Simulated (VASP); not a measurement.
# CuAgI2 (I-42d) in VASP: single point with PBEsol

Aim: the single point of CuAgI2 with PBEsol.

Everything below comes from runs of VASP 6.6.1. Logs are shortened: lines on timing, memory, paths and dates and some standing lists are left out, and cuts for length are marked.

**1. The cell of the first run**

Symmetry: I-42d, No. 122, tetragonal system. The conventional cell has a = 6.239 Å, b = 6.239 Å, c = 12.173 Å, α = 90.00°, β = 90.00°, γ = 90.00°. Within 3.4 Å of Cu (site symmetry -4) lie 4 I at 2.58 Å. Ag (site symmetry -4) has 4 I at 2.79 Å within 3.7 Å. Within 3.4 Å of I (site symmetry 2) lie 2 Cu at 2.58 Å and 2 Ag at 2.79 Å.

**2. Single point, PBEsol**

The input, INCAR:

```
SYSTEM = CuAgI2
  ALGO = Normal
  EDIFF = 1E-6
  ENCUT = 520
  GGA = PS
  ISIF = 2
  ISMEAR = -1
  LASPH = .True.
  LCHARG = .False.
  LREAL = .False.
  LWAVE = .False.
  NBANDS = 46
  NELM = 60
  PREC = Accurate
  SIGMA = 0.03
```

The input, KPOINTS:

```
k-points
0
Gamma
  4 4 4
  0 0 0
```

The input, POSCAR:

```
CuAgI2
1.0
   -3.1194331042      3.1194331042      6.0864046988
    3.1194331042     -3.1194331042      6.0864046988
    3.1194331042      3.1194331042     -6.0864046988
Cu Ag I
2 2 4
Direct
    0.0000000000      0.0000000000      0.0000000000
    0.7500000000      0.2500000000      0.5000000000
    0.5000000000      0.5000000000      0.0000000000
    0.2500000000      0.7500000000      0.5000000000
    0.3750000000      0.3454523836      0.4704523836
    0.8750000000      0.9045476164      0.5295476164
    0.6545476164      0.1250000000      1.0295476164
    0.0954523836      0.6250000000     -0.0295476164
```

Potentials or basis: VASP PAW PBE potentials, release 64 (Cu, Ag, I).

Launch:

```
cat potpaw_PBE.64/Cu/POTCAR potpaw_PBE.64/Ag/POTCAR potpaw_PBE.64/I/POTCAR > POTCAR
mpirun -np 1 vasp_std > vasp.out
```

OUTCAR:

```text
SYSTEM = CuAgI2
   EDIFF = 1E-6
   ENCUT = 520
   GGA = PS
   ISIF = 2
   ISMEAR = -1
   LASPH = .True.
   LREAL = .False.
   NELM = 60
   PREC = Accurate

 ion  position               nearest neighbor table
   1  0.000  0.000  0.000-   5 2.58   6 2.58   7 2.58   8 2.58
   2  0.750  0.250  0.500-   5 2.58   6 2.58   7 2.58   8 2.58
   3  0.500  0.500  0.000-   6 2.79   7 2.79   8 2.79   5 2.79
   4  0.250  0.750  0.500-   7 2.79   5 2.79   6 2.79   8 2.79
   5  0.375  0.345  0.470-   1 2.58   2 2.58   3 2.79   4 2.79
   6  0.875  0.905  0.530-   1 2.58   2 2.58   4 2.79   3 2.79
   7  0.655  0.125  0.030-   1 2.58   2 2.58   3 2.79   4 2.79
   8  0.095  0.625  0.970-   1 2.58   2 2.58   4 2.79   3 2.79

  LATTYP: Found a body centered tetragonal cell.
 ALAT       =     6.2388662084
 C/A-ratio  =     1.9511252511

  Lattice vectors:

 A1 = (  -3.1194331042,   3.1194331042,   6.0864046988)
 A2 = (   3.1194331042,  -3.1194331042,   6.0864046988)
 A3 = (   3.1194331042,   3.1194331042,  -6.0864046988)

Analysis of symmetry for initial positions (statically):
=====================================================================
 Subroutine PRICEL returns:
 Original cell was already a primitive cell.

 Routine SETGRP: Setting up the symmetry group for a
 body centered tetragonal supercell.

 Subroutine GETGRP returns: Found  8 space group operations
 (whereof  4 operations were pure point group operations)
 out of a pool of 16 trial point group operations.

The static configuration has the point symmetry S_4 .
 The point group associated with its full space group is D_2d.

Analysis of symmetry for dynamics (positions and initial velocities):
=====================================================================
 Subroutine PRICEL returns:
 Original cell was already a primitive cell.

 Routine SETGRP: Setting up the symmetry group for a
 body centered tetragonal supercell.

 Subroutine GETGRP returns: Found  8 space group operations
 (whereof  4 operations were pure point group operations)
 out of a pool of 16 trial point group operations.

The dynamic configuration has the point symmetry S_4 .
 The point group associated with its full space group is D_2d.

 Subroutine INISYM returns: Found  8 space group operations
 (whereof  4 operations are pure point group operations),
 and found     1 'primitive' translations

----------------------------------------------------------------------------------------

                                     Primitive cell

  volume of cell :     236.9039

  direct lattice vectors                    reciprocal lattice vectors
    -3.119433104  3.119433104  6.086404699     0.000000000  0.160285534  0.082150305
     3.119433104 -3.119433104  6.086404699     0.160285534  0.000000000  0.082150305
     3.119433104  3.119433104 -6.086404699     0.160285534  0.160285534  0.000000000

  length of vectors
     7.517050481  7.517050481  7.517050481     0.180111423  0.180111423  0.226677976

  position of ions in fractional coordinates (direct lattice)
     0.000000000  0.000000000  0.000000000
     0.750000000  0.250000000  0.500000000
     0.500000000  0.500000000  0.000000000
     0.250000000  0.750000000  0.500000000
     0.375000000  0.345452384  0.470452384
     0.875000000  0.904547616  0.529547616
     0.654547616  0.125000000  0.029547616
     0.095452384  0.625000000  0.970452384

  ion indices of the primitive-cell ions
   primitive index   ion index
                 1           1
                 2           2
                 3           3
                 4           4
                 5           5
                 6           6
                 7           7
                 8           8

----------------------------------------------------------------------------------------

 KPOINTS: k-points

Automatic generation of k-mesh.
 Grid dimensions read from file:
 generate k-points for:    4    4    4

 Generating k-lattice:

  Cartesian coordinates                     Fractional coordinates (reciprocal lattice)
     0.000000000  0.040071383  0.020537576     0.250000000 -0.000000000  0.000000000
     0.040071383  0.000000000  0.020537576    -0.000000000  0.250000000  0.000000000
     0.040071383  0.040071383  0.000000000     0.000000000  0.000000000  0.250000000

  Length of vectors
     0.045027856  0.045027856  0.056669494

  Shift w.r.t. Gamma in fractional coordinates (k-lattice)
     0.000000000  0.000000000  0.000000000

 Subroutine IBZKPT returns following result:
 ===========================================

 Found     13 irreducible k-points:

 Following reciprocal coordinates:
            Coordinates               Weight
  0.000000  0.000000  0.000000      1.000000
  0.250000  0.000000 -0.000000      8.000000
  0.500000  0.000000 -0.000000      4.000000
  0.250000  0.250000 -0.000000      8.000000
  0.500000  0.250000  0.000000     16.000000
 -0.250000  0.250000  0.000000      4.000000
  0.500000  0.500000 -0.000000      2.000000
  0.250000  0.250000  0.250000      2.000000
 -0.250000  0.250000  0.250000      4.000000
  0.500000  0.500000  0.250000      4.000000
 -0.250000  0.500000  0.250000      8.000000
 -0.250000 -0.250000  0.250000      2.000000
  0.500000  0.500000  0.500000      1.000000
   k-points           NKPTS =     13   k-points in BZ     NKDIM =     13   number of bands    NBANDS=     46
   number of dos      NEDOS =    301   number of ions     NIONS =      8
   total plane-waves  NPLWV = 175616
   dimension x,y,z NGX =    56 NGY =   56 NGZ =   56
   dimension x,y,z NGXF=   112 NGYF=  112 NGZF=  112
   ions per type =               2   2   4
   NGX,Y,Z   is equivalent  to a cutoff of  12.38, 12.38, 12.38 a.u.
   NGXF,Y,Z  is equivalent  to a cutoff of  24.77, 24.77, 24.77 a.u.
 SYSTEM =  CuAgI2
   PREC   = accura    normal or accurate (medium, high low for compatibility)
   ISTART =      0    job   : 0-new  1-cont  2-samecut
   ICHARG =      2    charge: 1-file 2-atom 10-const
   ISPIN  =      1    spin polarized calculation?
   LNONCOLLINEAR =      F non collinear calculations
   LSORBIT =      F    spin-orbit coupling
   LASPH  =      T    aspherical Exc in radial PAW
   ENCUT  =  520.0 eV  38.22 Ry    6.18 a.u.  13.98 13.98 13.98*2*pi/ulx,y,z
   NELM   =     60;   NELMIN=  2; NELMDL= -5     # of ELM steps
   EDIFF  = 0.1E-05   stopping-criterion for ELM
   LREAL  =      F    real-space projection
   EDIFFG = 0.1E-04   stopping-criterion for IOM
   NSW    =      0    number of steps for IOM
   IBRION =     -1    ionic relax: 0-MD 1-quasi-New 2-CG
   NFREE  =      0    steps in history (QN), initial steepest desc. (CG)
   ISIF   =      2    stress and relaxation
   ISYM   =      2    0-nonsym 1-usesym 2-fastsym
   POTIM  = 0.5000    time-step for ionic-motion
   TEBEG  =    0.0;   TEEND  =   0.0 temperature during run
   PSTRESS=    0.0 pullay stress
   NELECT =      72.0000    total number of electrons
   NUPDOWN=      -1.0000    fix difference up-down
   EMIN   =  10.00;   EMAX   =-10.00  energy-range for DOS
   EFERMI =   0.00;   METHOD = LEGACY
   ISMEAR =    -1;   SIGMA  =   0.03  broadening in eV -4-tet -1-fermi 0-gaus
   EFERMI_NEDOS =   21; number of points for ismear=-14 and -15
   IALGO  =     38    algorithm
   IMIX   =      4    mixing-type and parameters
     AMIX     =   0.40;   BMIX     =  1.00
     AMIX_MAG =   1.60;   BMIX_MAG =  1.00
  volume/ion in A,a.u.               =      29.61       199.84
  Fermi-wavevector in a.u.,A,eV,Ry     =   1.100681  2.079986 16.483450  1.211499
  Thomas-Fermi vector in A             =   2.237096
   LORBIT       =      0    0 simple, 1 ext, 2 COOP (PROOUT), +10 PAW based schemes
   GGA     = PS    functional components
   LHFCALC =     F    Hartree Fock is set to
   AEXX    =    0.0000 exact exchange contribution
   IVDW    =     0    specifies the selected vdW correction
   LEPSILON=     F    determine dielectric tensor
   LRPA    =     F    only Hartree local field effects (RPA)
 non-spin polarized calculation
  energy-cutoff  :      520.00
  volume of cell :      236.90
 maximum number of plane-waves:      6408
   NGX = 27   NGY = 27   NGZ = 27

 number of electron      72.0000001 magnetization

 Free energy of the ion-electron system (eV)
  ---------------------------------------------------
  ext. energy  EPLUGINS =         0.00000000
  ---------------------------------------------------
  free energy    TOTEN  =       -23.52429083 eV

  energy without entropy =      -23.52429083  energy(sigma->0) =      -23.52429083

 E-fermi :   4.7448     XC(G=0):  -9.0973

 val. band max:        4.2244973611   @ k =   0.0000   0.0000   0.0000
 cond. band min:       5.2360441692   @ k =   0.0000   0.0000   0.0000
 fundamental gap:      1.0115468081
 Fermi energy:         4.7447980337

 k-point     1 :       0.0000    0.0000    0.0000
  band No.  band energies     occupation
      1      -9.5435      2.00000
      2      -8.8953      2.00000
      3      -8.8906      2.00000
      4      -8.8906      2.00000
      5      -1.3474      2.00000
      6      -0.7018      2.00000
[... 38 lines left out ...]
     45       9.3327      0.00000
     46       9.3327      0.00000

 k-point     2 :       0.2500    0.0000   -0.0000
  band No.  band energies     occupation
      1      -9.4443      2.00000
      2      -8.9648      2.00000
      3      -8.9211      2.00000
      4      -8.9080      2.00000
      5      -1.2161      2.00000
      6      -0.8448      2.00000
[... 38 lines left out ...]
     45       9.6918      0.00000
     46       9.9040      0.00000

 k-point     3 :       0.5000    0.0000   -0.0000
  band No.  band energies     occupation
      1      -9.2640      2.00000
      2      -9.1214      2.00000
      3      -8.9397      2.00000
      4      -8.9317      2.00000
      5      -1.0400      2.00000
      6      -0.9791      2.00000
[... 479 lines left out ...]
     45       9.8140      0.00000
     46       9.8140      0.00000

 k-point    13 :       0.5000    0.5000    0.5000
  band No.  band energies     occupation
      1      -9.2369      2.00000
      2      -9.2369      2.00000
      3      -8.8932      2.00000
      4      -8.8932      2.00000
      5      -1.2360      2.00000
      6      -1.2360      2.00000
[... 38 lines left out ...]
     45      11.0081      0.00000
     46      11.0532      0.00000

------------------------ aborting loop because EDIFF is reached ----------------------------------------

  FORCE on cell =-STRESS in cart. coord.  units (eV):
  Direction    XX          YY          ZZ          XY          YZ          ZX
  --------------------------------------------------------------------------------------
  -------------------------------------------------------------------------------------
  Total        0.0189891      0.0189891      0.0388685      0.0000000     -0.0000000      0.0000000
  in kB        0.1284232      0.1284232      0.2628672      0.0000000     -0.0000000      0.0000000
  external PRESSURE =       0.1732379 kB  Pullay stress =       0.0000000 kB

 VOLUME and BASIS-vectors are now :
 -----------------------------------------------------------------------------
  energy-cutoff  :      520.00
  volume of cell :      236.90
      direct lattice vectors                 reciprocal lattice vectors
    -3.119433104  3.119433104  6.086404699     0.000000000  0.160285534  0.082150305
     3.119433104 -3.119433104  6.086404699     0.160285534  0.000000000  0.082150305
     3.119433104  3.119433104 -6.086404699     0.160285534  0.160285534  0.000000000

 POSITION                                       TOTAL-FORCE (eV/Angst)
 -----------------------------------------------------------------------------------
      0.00000      0.00000      0.00000         0.000000      0.000000      0.000000
      0.00000      3.11943      3.04320         0.000000     -0.000000      0.000000
      0.00000      0.00000      6.08640         0.000000     -0.000000      0.000000
      3.11943      0.00000      3.04320         0.000000      0.000000     -0.000000
      1.37537      1.55972      1.52160         0.015682      0.000000     -0.000000
      1.74406      1.55972      7.60801        -0.015682     -0.000000      0.000000
     -1.55972      1.74406      4.56480        -0.000000     -0.015682      0.000000
      4.67915      1.37537     -1.52160         0.000000      0.015682     -0.000000
 -----------------------------------------------------------------------------------
    total drift:                               -0.000002     -0.000002     -0.000002

  FREE ENERGIE OF THE ION-ELECTRON SYSTEM (eV)
  ---------------------------------------------------
  free  energy   TOTEN  =       -23.5242908280 eV

  energy  without entropy=      -23.5242908254  energy(sigma->0) =      -23.52429083
```

It took 4.1 min on 1 thread of AMD EPYC 7R43 (Zen 3), shared host; peak memory 0.42 GiB.

What came out:

```yaml
Free_energy: -23.5243 eV
Pressure: 0.0 GPa
Largest_force: 0.016 eV/Å
Band_gap_on_the_k_mesh: 1.01 eV, direct
```

Forces in eV/Å, atoms in the order of the input:
```
Cu   0.000  0.000  0.000
Cu   0.000  0.000  0.000
Ag   0.000  0.000  0.000
Ag   0.000  0.000  0.000
I    0.016  0.000  0.000
I   -0.016  0.000  0.000
I    0.000 -0.016  0.000
I    0.000  0.016  0.000
```

Levels at points of the mesh, in eV from the valence-band top:
| k point | band 32 | band 33 | band 34 | band 35 | band 36 | band 37 | band 38 | band 39 | band 40 | band 41 |
| --- | --- | --- | --- | --- | --- | --- | --- | --- | --- | --- |
| (0.00, 0.00, 0.00) | -1.45 | -1.36 | -0.01 | -0.01 | 0.00 | 1.01 | 2.78 | 3.00 | 4.54 | 4.70 |
| (0.50, 0.00, 0.00) | -1.16 | -1.16 | -0.94 | -0.80 | -0.54 | 3.26 | 3.30 | 4.01 | 4.04 | 4.26 |
| (0.50, 0.50, 0.00) | -0.90 | -0.76 | -0.76 | -0.63 | -0.63 | 2.24 | 2.24 | 3.51 | 3.51 | 5.14 |
| (0.50, 0.50, 0.50) | -1.15 | -0.97 | -0.97 | -0.89 | -0.89 | 2.93 | 2.93 | 2.94 | 2.94 | 3.51 |

Caveat: the PAW data sets were made with another functional, which shifts forces and pressure a little; spin-orbit coupling is left out, which moves the levels of the heavy elements. A hybrid or GW would open this gap; PBEsol tends to underestimate it.
